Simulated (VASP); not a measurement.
## HfF5: single point with PBE

HfF5:

```
Hf F
1.0
     4.27484    0.00000    0.00000
    -2.13742    3.70212    0.00000
     0.00000    0.00000    5.12434
Hf F
1 5
Direct
  0.00000 0.00000 0.00000
  0.33333 0.66667 0.50000
  0.66667 0.33333 0.50000
  0.50000 0.00000 0.00000
  0.00000 0.50000 0.00000
  0.50000 0.50000 0.00000
```

The cell was generated, and may not be a known phase.

```yaml
Program: VASP 6.6.1
Task: single point
Functional: PBE
Potentials_or_basis: VASP PAW PBE potentials, release 64 (Hf_pv, F)
Cutoff: 520 eV
k_mesh: 6 × 6 × 4
Occupations: gaussian, width 0.1 eV
Spin: no spin polarisation
Dipole_correction: no
Further_INCAR_settings: ALGO = Normal; EDIFF = 1e-06; NBANDS = 32
```

The pressure is -1.6 GPa. The band gap on the k mesh is zero (an odd number of electrons rules out a gap without spin polarisation).

Stress tensor (GPa, compression positive):
```
-2.19  0.00  0.00
 0.00 -2.19  0.00
 0.00  0.00 -0.49
```

Levels at points of the mesh, in eV from the Fermi level:
| k point | band 21 | band 22 | band 23 | band 24 | band 25 | band 26 |
| --- | --- | --- | --- | --- | --- | --- |
| (0.00, 0.00, 0.00) | -0.32 | -0.03 | -0.03 | 1.17 | 2.08 | 2.08 |
| (0.50, 0.00, 0.00) | -0.54 | -0.35 | 0.04 | 1.81 | 2.76 | 3.69 |
| (0.00, 0.00, 0.50) | -0.39 | -0.03 | -0.03 | 2.13 | 2.16 | 2.16 |
| (0.50, 0.00, 0.50) | -0.51 | -0.34 | 0.02 | 1.99 | 2.78 | 3.62 |

It took 3.5 min on 1 thread of Intel Xeon 8259CL, with other jobs on the host, peak memory 0.21 GiB.

Caveat: spin-orbit coupling is left out, which moves the levels of the heavy elements; an odd number of electrons without spin polarisation forces a metal; a magnetic or distorted state may lie lower.
